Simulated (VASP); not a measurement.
# SrO (C2) in VASP: single point with PBE

Aim: the single point of SrO with PBE.

Everything below comes from runs of VASP 6.6.1. Logs are shortened: lines on timing, memory, paths and dates and some standing lists are left out, and cuts for length are marked.

### 1 The cell of the first run

It takes space group C2 (No. 5, monoclinic). The conventional cell has a = 5.218 Å, b = 5.299 Å, c = 3.676 Å, α = 90.00°, β = 134.08°, γ = 90.00°. Sr (site symmetry 2) has 5 O at 2.13 to 2.69 Å within 2.8 Å. Within 2.8 Å of O (site symmetry 2) lie 5 Sr at 2.13 to 2.69 Å.

### 2 Single point, PBE (strained and its atoms moved)

File INCAR:

```
SYSTEM = SrO
ALGO = Normal
EDIFF = 1E-7
ENCUT = 520
GGA = PE
ISIF = 2
ISMEAR = 0
LASPH = .TRUE.
LCHARG = .FALSE.
LREAL = .FALSE.
LWAVE = .FALSE.
NBANDS = 15
NELM = 60
PREC = Accurate
SIGMA = 0.02
```

File KPOINTS:

```
k-points
0
G
  8 8 8
  0 0 0
```

File POSCAR:

```
SrO
1.0
    0.0256980000      2.6494381020      2.6415488160
    2.6347902420      0.0000000000      2.6672468160
    2.6090922420      2.6494381020      0.0256980000
Sr O
1 1
Direct
   -0.0486419177      0.0486419177     -0.0486419177
    0.5486419177      0.4513580823      0.5486419177
```

Potentials or basis: VASP PAW PBE potentials, release 64 (Sr_sv, O).

Launch:

```sh
> cat potpaw_PBE.64/Sr_sv/POTCAR potpaw_PBE.64/O/POTCAR > POTCAR
> mpirun -np 1 vasp_std > vasp.out
```

OUTCAR:

```text
SYSTEM = SrO
   EDIFF = 1E-7
   ENCUT = 520
   GGA = PE
   ISIF = 2
   ISMEAR = 0
   LASPH = .TRUE.
   LREAL = .FALSE.
   NELM = 60
   PREC = Accurate

 ion  position               nearest neighbor table
   1  0.951  0.049  0.951-   2 2.13   2 2.66   2 2.66   2 2.69   2 2.69   2 3.16
   2  0.549  0.451  0.549-   1 2.13   1 2.66   1 2.66   1 2.69   1 2.69   1 3.16

  LATTYP: Found a base centered monoclinic cell.
 ALAT       =     5.2184375878
 B/A-ratio  =     1.0154143103
 C/A-ratio  =     0.7045198892
 COS(beta)  =    -0.6956372758

  Lattice vectors:

 A1 = (   2.6090922420,  -2.6494381020,   0.0256980000)
 A2 = (   2.6090922420,   2.6494381020,   0.0256980000)
 A3 = (  -2.5833942420,   0.0000000000,   2.6158508160)

Analysis of symmetry for initial positions (statically):
=====================================================================
 Subroutine PRICEL returns:
 Original cell was already a primitive cell.

 Routine SETGRP: Setting up the symmetry group for a
 base centered monoclinic supercell.

 Subroutine GETGRP returns: Found  2 space group operations
 (whereof  2 operations were pure point group operations)
 out of a pool of  4 trial point group operations.

The static configuration has the point symmetry C_2 .

Analysis of symmetry for dynamics (positions and initial velocities):
=====================================================================
 Subroutine PRICEL returns:
 Original cell was already a primitive cell.

 Routine SETGRP: Setting up the symmetry group for a
 base centered monoclinic supercell.

 Subroutine GETGRP returns: Found  2 space group operations
 (whereof  2 operations were pure point group operations)
 out of a pool of  4 trial point group operations.

The dynamic configuration has the point symmetry C_2 .

 Subroutine INISYM returns: Found  2 space group operations
 (whereof  2 operations are pure point group operations),
 and found     1 'primitive' translations

----------------------------------------------------------------------------------------

                                     Primitive cell

  volume of cell :      36.5166

  direct lattice vectors                    reciprocal lattice vectors
     0.025698000  2.649438102  2.641548816    -0.193520399  0.188719261  0.191165533
     2.634790242  0.000000000  2.667246816     0.189791395 -0.188719261  0.187436529
     2.609092242  2.649438102  0.025698000     0.193520399  0.188719261 -0.191165533

  length of vectors
     3.741385143  3.749176603  3.718540704     0.331073051  0.326754013  0.331073051

  position of ions in fractional coordinates (direct lattice)
     0.951358082  0.048641918  0.951358082
     0.548641918  0.451358082  0.548641918

  ion indices of the primitive-cell ions
   primitive index   ion index
                 1           1
                 2           2

----------------------------------------------------------------------------------------

 KPOINTS: k-points

Automatic generation of k-mesh.
 Grid dimensions read from file:
 generate k-points for:    8    8    8

 Generating k-lattice:

  Cartesian coordinates                     Fractional coordinates (reciprocal lattice)
    -0.024190050  0.023589908  0.023895692     0.125000000  0.000000000  0.000000000
     0.023723924 -0.023589908  0.023429566     0.000000000  0.125000000  0.000000000
     0.024190050  0.023589908 -0.023895692     0.000000000  0.000000000  0.125000000

  Length of vectors
     0.041384131  0.040844252  0.041384131

  Shift w.r.t. Gamma in fractional coordinates (k-lattice)
     0.000000000  0.000000000  0.000000000

 Subroutine IBZKPT returns following result:
 ===========================================

 Found    150 irreducible k-points:

 Following reciprocal coordinates:
            Coordinates               Weight
  0.000000  0.000000  0.000000      1.000000
  0.125000  0.000000 -0.000000      4.000000
  0.250000  0.000000 -0.000000      4.000000
  0.375000  0.000000 -0.000000      4.000000
  0.500000  0.000000 -0.000000      2.000000
  0.000000  0.125000  0.000000      4.000000
[... 16 lines left out ...]
  0.125000  0.375000 -0.000000      4.000000
  0.250000  0.375000 -0.000000      4.000000
 [... further k-points ...]
   k-points           NKPTS =    150   k-points in BZ     NKDIM =    150   number of bands    NBANDS=     15
   number of dos      NEDOS =    301   number of ions     NIONS =      2
   total plane-waves  NPLWV =  21952
   dimension x,y,z NGX =    28 NGY =   28 NGZ =   28
   dimension x,y,z NGXF=    56 NGYF=   56 NGZF=   56
   ions per type =               1   1
   NGX,Y,Z   is equivalent  to a cutoff of  12.44, 12.42, 12.52 a.u.
   NGXF,Y,Z  is equivalent  to a cutoff of  24.88, 24.83, 25.04 a.u.
 SYSTEM =  SrO
   PREC   = accura    normal or accurate (medium, high low for compatibility)
   ISTART =      0    job   : 0-new  1-cont  2-samecut
   ICHARG =      2    charge: 1-file 2-atom 10-const
   ISPIN  =      1    spin polarized calculation?
   LNONCOLLINEAR =      F non collinear calculations
   LSORBIT =      F    spin-orbit coupling
   LASPH  =      T    aspherical Exc in radial PAW
   ENCUT  =  520.0 eV  38.22 Ry    6.18 a.u.   6.96  6.97  6.91*2*pi/ulx,y,z
   NELM   =     60;   NELMIN=  2; NELMDL= -5     # of ELM steps
   EDIFF  = 0.1E-06   stopping-criterion for ELM
   LREAL  =      F    real-space projection
   EDIFFG = 0.1E-05   stopping-criterion for IOM
   NSW    =      0    number of steps for IOM
   IBRION =     -1    ionic relax: 0-MD 1-quasi-New 2-CG
   NFREE  =      0    steps in history (QN), initial steepest desc. (CG)
   ISIF   =      2    stress and relaxation
   ISYM   =      2    0-nonsym 1-usesym 2-fastsym
   POTIM  = 0.5000    time-step for ionic-motion
   TEBEG  =    0.0;   TEEND  =   0.0 temperature during run
   PSTRESS=    0.0 pullay stress
   NELECT =      16.0000    total number of electrons
   NUPDOWN=      -1.0000    fix difference up-down
   EMIN   =  10.00;   EMAX   =-10.00  energy-range for DOS
   EFERMI =   0.00;   METHOD = LEGACY
   ISMEAR =     0;   SIGMA  =   0.02  broadening in eV -4-tet -1-fermi 0-gaus
   EFERMI_NEDOS =   21; number of points for ismear=-14 and -15
   IALGO  =     38    algorithm
   IMIX   =      4    mixing-type and parameters
     AMIX     =   0.40;   BMIX     =  1.00
     AMIX_MAG =   1.60;   BMIX_MAG =  1.00
  volume/ion in A,a.u.               =      18.26       123.21
  Fermi-wavevector in a.u.,A,eV,Ry     =   1.243421  2.349724 21.035899  1.546095
  Thomas-Fermi vector in A             =   2.377732
   LORBIT       =      0    0 simple, 1 ext, 2 COOP (PROOUT), +10 PAW based schemes
   GGA     = PE    functional components
   LHFCALC =     F    Hartree Fock is set to
   AEXX    =    0.0000 exact exchange contribution
   IVDW    =     0    specifies the selected vdW correction
   LEPSILON=     F    determine dielectric tensor
   LRPA    =     F    only Hartree local field effects (RPA)
 non-spin polarized calculation
 Gauss-broadening in eV      SIGMA  =   0.02
  energy-cutoff  :      520.00
  volume of cell :       36.52
 maximum number of plane-waves:       996
   NGX = 13   NGY = 13   NGZ = 13

 number of electron      16.0000000 magnetization

 Free energy of the ion-electron system (eV)
  ---------------------------------------------------
  ext. energy  EPLUGINS =         0.00000000
  ---------------------------------------------------
  free energy    TOTEN  =       -11.64584357 eV

  energy without entropy =      -11.64584357  energy(sigma->0) =      -11.64584357

 E-fermi :   1.4306     XC(G=0):  -9.6199

 val. band max:        1.2376521876   @ k =  -0.1250   0.3750   0.5000
 cond. band min:       4.6977650182   @ k =   0.5000   0.0000   0.5000
 fundamental gap:      3.4601128306
 Fermi energy:         1.4306496028

 k-point     1 :       0.0000    0.0000    0.0000
  band No.  band energies     occupation
      1     -31.1256      2.00000
      2     -14.4705      2.00000
      3     -12.8441      2.00000
      4     -12.8296      2.00000
      5     -12.2383      2.00000
      6       0.7193      2.00000
      7       0.7903      2.00000
      8       0.9139      2.00000
      9       4.6982      0.00000
     10       7.4659      0.00000
     11       8.2477      0.00000
     12       8.4369      0.00000
     13       9.5542      0.00000
     14      10.7684      0.00000
     15      13.5116      0.00000

 k-point     2 :       0.1250    0.0000   -0.0000
  band No.  band energies     occupation
      1     -31.1093      2.00000
      2     -14.6429      2.00000
      3     -12.9227      2.00000
      4     -12.8522      2.00000
      5     -12.0420      2.00000
      6       0.4134      2.00000
      7       0.6491      2.00000
      8       0.9235      2.00000
      9       5.2889      0.00000
     10       7.4374      0.00000
     11       8.2150      0.00000
     12       8.2960      0.00000
     13      10.0712      0.00000
     14      11.1571      0.00000
     15      14.4982      0.00000

 k-point     3 :       0.2500    0.0000   -0.0000
  band No.  band energies     occupation
      1     -31.0699      2.00000
      2     -15.0112      2.00000
      3     -13.0208      2.00000
      4     -12.8832      2.00000
      5     -11.7339      2.00000
      6      -0.1488      2.00000
      7       0.4697      2.00000
      8       0.7654      2.00000
      9       6.4434      0.00000
     10       7.5039      0.00000
     11       8.5567      0.00000
     12       8.6629      0.00000
     13      10.9812      0.00000
     14      11.9233      0.00000
     15      16.3780      0.00000
[... 343 lines left out ...]
 k-point    23 :       0.1250    0.3750   -0.0000
  band No.  band energies     occupation
      1     -31.0395      2.00000
      2     -15.1790      2.00000
      3     -13.1243      2.00000
      4     -12.9559      2.00000
      5     -11.6227      2.00000
      6      -0.3376      2.00000
      7       0.3593      2.00000
      8       0.7879      2.00000
      9       6.7224      0.00000
     10       7.9479      0.00000
     11       9.0658      0.00000
     12       9.6550      0.00000
     13      11.4976      0.00000
     14      12.4125      0.00000
     15      15.9799      0.00000

 k-point    24 :       0.2500    0.3750   -0.0000
  band No.  band energies     occupation
      1     -31.0283      2.00000
      2     -14.9774      2.00000
      3     -13.3035      2.00000
      4     -13.0387      2.00000
      5     -11.8200      2.00000
      6       0.0312      2.00000
      7       0.3383      2.00000
      8       1.0223      2.00000
      9       6.4539      0.00000
     10       7.6088      0.00000
     11       9.2579      0.00000
     12      10.3379      0.00000
     13      11.3242      0.00000
     14      12.1724      0.00000
     15      16.3406      0.00000

 [... further k-points ...]
[... 5 lines left out ...]
  --------------------------------------------------------------------------------------
  -------------------------------------------------------------------------------------
  Total       -0.5534897      4.6290189     -0.7441252      0.0000000     -0.0000000     -0.2255158
  in kB      -24.2845425    203.0997103    -32.6487361      0.0000000     -0.0000000     -9.8945802
  external PRESSURE =      48.7221439 kB  Pullay stress =       0.0000000 kB

 VOLUME and BASIS-vectors are now :
 -----------------------------------------------------------------------------
  energy-cutoff  :      520.00
  volume of cell :       36.52
      direct lattice vectors                 reciprocal lattice vectors
     0.025698000  2.649438102  2.641548816    -0.193520399  0.188719261  0.191165533
     2.634790242  0.000000000  2.667246816     0.189791395 -0.188719261  0.187436529
     2.609092242  2.649438102  0.025698000     0.193520399  0.188719261 -0.191165533

 POSITION                                       TOTAL-FORCE (eV/Angst)
 -----------------------------------------------------------------------------------
      2.63479      5.04113      2.66725         0.000000      2.474705     -0.000000
      2.63479      2.90719      2.66725        -0.000000     -2.474705      0.000000
 -----------------------------------------------------------------------------------
    total drift:                               -0.000000      0.000491     -0.000001

  FREE ENERGIE OF THE ION-ELECTRON SYSTEM (eV)
  ---------------------------------------------------
  free  energy   TOTEN  =       -11.6458435673 eV

  energy  without entropy=      -11.6458435673  energy(sigma->0) =      -11.64584357
```

It took 49 s on 1 thread of Intel Xeon 6975P-C (Granite Rapids), shared host; peak memory 0.21 GiB.

Results:

- Free energy: -11.6458 eV
- Pressure: 4.9 GPa
- Largest force: 2.475 eV/Å
- Band gap on the k mesh: 3.46 eV, indirect (least direct gap 3.58 eV)

Forces on the atoms (eV/Å):
```
Sr   0.000  2.475  0.000
O    0.000 -2.475  0.000
```

Stress tensor (GPa, compression positive):
```
-2.43  0.00 -0.99
 0.00 20.31  0.00
-0.99  0.00 -3.26
```

Caveat: the cell differs from its parent crystal (strained and its atoms moved); forces of over 1 eV/Å act on the atoms, so gaps and moduli don't describe the material at rest. A k mesh can miss the band edges.
